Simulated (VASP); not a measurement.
**Mo: single point with PBE**

Mo, a sheet with vacuum:

```
Mo
1.0
     2.55353    0.00000    0.00000
     0.00000    2.55353    0.00000
     0.00000    0.00000   28.33182
Mo
2
Direct
  0.00000 0.50000 0.22458
  0.50000 0.00000 0.30486
```

The cell was built from a structure type or drawn by symmetry, and may not be a known phase.

| Quantity | Value |
| --- | --- |
| Program | VASP 6.6.1 |
| Task | single point |
| Functional | PBE |
| Potentials or basis | VASP PAW PBE potentials, release 64 (Mo_sv) |
| Cutoff | 520 eV |
| k mesh | 22 × 22 × 1 |
| Occupations | gaussian, width 0.1 eV |
| Spin | no spin polarisation |
| Dipole correction | yes |
| Further INCAR settings | ALGO = Normal; EDIFF = 1e-07; NBANDS = 21 |

The largest force is 0.017 eV/Å, the band gap on the k mesh is zero (bands 14 and 15 overlap by 1.20 eV) and the work function of the upper face is 4.83 eV. The work function of the lower face is 4.83 eV.

Forces in eV/Å, atoms in the order of the input:
```
Mo   0.000  0.000 -0.017
Mo   0.000  0.000  0.017
```

Levels at points of the mesh, in eV from the Fermi level:
```tsv
k point	band 12	band 13	band 14	band 15	band 16	band 17
(0.00, 0.00, 0.00)	-3.56	-1.67	-1.05	0.70	1.19	1.19
(0.50, 0.00, 0.00)	-2.72	0.28	0.28	0.71	0.71	3.01
(0.50, 0.50, 0.00)	-3.47	0.05	0.05	1.82	1.82	6.61
```

It took 9.9 min on 1 thread of Intel Xeon 8259CL, with other jobs on the host, peak memory 0.42 GiB.
